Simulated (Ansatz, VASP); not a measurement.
Mg5O6: VASP beside Ansatz

```
CELL_PARAMETERS angstrom
2.97283 0.00000 0.00000
-1.48642 2.57455 0.00000
0.00000 0.00000 27.13653
ATOMIC_POSITIONS crystal
O 0.33333 0.66667 0.27638
O 0.00000 0.00000 0.36583
O 0.66667 0.33333 0.45528
O 0.33333 0.66667 0.54472
O 0.00000 0.00000 0.63417
O 0.66667 0.33333 0.72362
Mg 0.66667 0.33333 0.32110
Mg 0.33333 0.66667 0.41055
Mg 0.00000 0.00000 0.50000
Mg 0.66667 0.33333 0.58945
Mg 0.33333 0.66667 0.67890
```

Alike in both runs: task single point; functional r2SCAN; k mesh 9 × 9 × 1; occupations gaussian, width 0.05 eV; no spin polarisation.

|  | VASP | Ansatz |
| --- | --- | --- |
| version | VASP 6.6.1 | Ansatz 0.2.0 |
| potentials or method | VASP PAW PBE potentials, release 64 (O, Mg), cutoff 520 eV | scalar-relativistic, plane waves, PAW |
| valence electrons in the cell | 46 | 86 |

|  | VASP | Ansatz | Ansatz less VASP |
| --- | --- | --- | --- |
| gap on the k mesh at the Fermi level (eV) | none | none | - |
| rms of the force components (eV/Å) | 0.331 | 0.326 | -0.0053 |

VASP's potentials were made for PBE, not for r2SCAN. A gap of «none» marks a metal or a gap that the smearing closes. VASP's potentials hold 46 valence electrons a cell and Ansatz's 86, so a difference there can come from the potentials and not from the codes. Ansatz's warnings: xc potential rough in thin density.
